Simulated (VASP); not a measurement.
Wanted: the native input for a VASP 6.6.1 run.

```yaml
Task: single point
Functional: LDA
Potentials_or_basis: VASP PAW LDA potentials, release 64 (Cu_sv_GW, F)
Cutoff: 700 eV
k_mesh: 12 × 12 × 6
Occupations: fermi-dirac, width 0.02 eV
Spin: no spin polarisation
Dipole_correction: no
Further_INCAR_settings: ALGO = Normal; EDIFF = 1e-06; NBANDS = 34
```

The structure of CuF lies in POSCAR:

```
CuF
1.0
    3.5086571515      0.0000000000      0.0000000000
   -1.7543285757      3.0385862264      0.0000000000
    0.0000000000      0.0000000000      5.0825198637
Cu F
2 2
Direct
    0.3333333333      0.6666666667      0.2500000000
    0.6666666667      0.3333333333      0.7500000000
    0.6666666667      0.3333333333      0.2500000000
    0.3333333333      0.6666666667      0.7500000000
```

One way to write it, as run:

INCAR

```
SYSTEM = CuF
ALGO = Normal
EDIFF = 1E-6
ENCUT = 700
GGA_COMPAT = .FALSE.
ISIF = 2
ISMEAR = -1
LASPH = .TRUE.
LCHARG = .FALSE.
LREAL = .FALSE.
LWAVE = .FALSE.
NBANDS = 34
NELM = 120
PREC = Accurate
SIGMA = 0.02
```

KPOINTS

```
k-points
0
G
  12 12 6
  0 0 0
```

Potentials or basis: VASP PAW LDA potentials, release 64 (Cu_sv_GW, F).

The run is started by

```bash
$ cat potpaw_LDA.64/Cu_sv_GW/POTCAR potpaw_LDA.64/F/POTCAR > POTCAR
$ mpirun -np 1 vasp_std > vasp.out
```

Results of the run:

The pressure is -7.7 GPa and the band gap on the k mesh is zero (bands 26 and 27 overlap by 0.04 eV).

Caveat: the cell stands under tension.

Wall time 5.4 min on 1 thread of AMD EPYC 7R43 64-Core Processor (Zen 3) (shared host), peak memory 0.28 GiB.
